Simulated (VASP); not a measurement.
Input of a VASP 6.6.1 run:

INCAR

```
SYSTEM = AlGa2
  ALGO = Fast
  EDIFF = 1E-7
  ENCUT = 520
  GGA = PE
  ISIF = 2
  ISMEAR = 0
  LASPH = .True.
  LCHARG = .True.
  LELF = .True.
  LREAL = .False.
  LVHAR = .True.
  LWAVE = .False.
  NBANDS = 38
  NELM = 100
  PREC = Accurate
  SIGMA = 0.1
```

File KPOINTS:

```
k-points
0
Gamma
  12 12 4
  0 0 0
```

Contents of POSCAR:

```
AlGa2
1.0
    2.9459528056      0.0000000000      0.0000000000
   -1.4729764028      2.5512699680      0.0000000000
    0.0000000000      0.0000000000     14.2994880272
Al Ga
2 4
Direct
    0.0000000000      0.0000000000      0.0000000000
    0.0000000000      0.0000000000      0.5000000000
    0.3333333333      0.6666666667      0.8424185722
    0.3333333333      0.6666666667      0.6575814278
    0.6666666667      0.3333333333      0.1575814278
    0.6666666667      0.3333333333      0.3424185722
```

Potentials or basis: VASP PAW PBE potentials, release 64 (Al, Ga_d).

The run is started by

```console
$ cat potpaw_PBE.64/Al/POTCAR potpaw_PBE.64/Ga_d/POTCAR > POTCAR
$ mpirun -np 1 vasp_std > vasp.out
```

**Question.** Estimate the band gap on the k mesh.

**Answer.** Zero (bands 29 and 30 overlap by 5.85 eV).

**Question.** Estimate the largest force.

**Answer.** 0.004 eV/Å.

**Question.** What does it give for the pressure?

**Answer.** 0.1 GPa.

Stress tensor (GPa, compression positive):
```
0.03 0.00 0.00
0.00 0.03 0.00
0.00 0.00 0.12
```
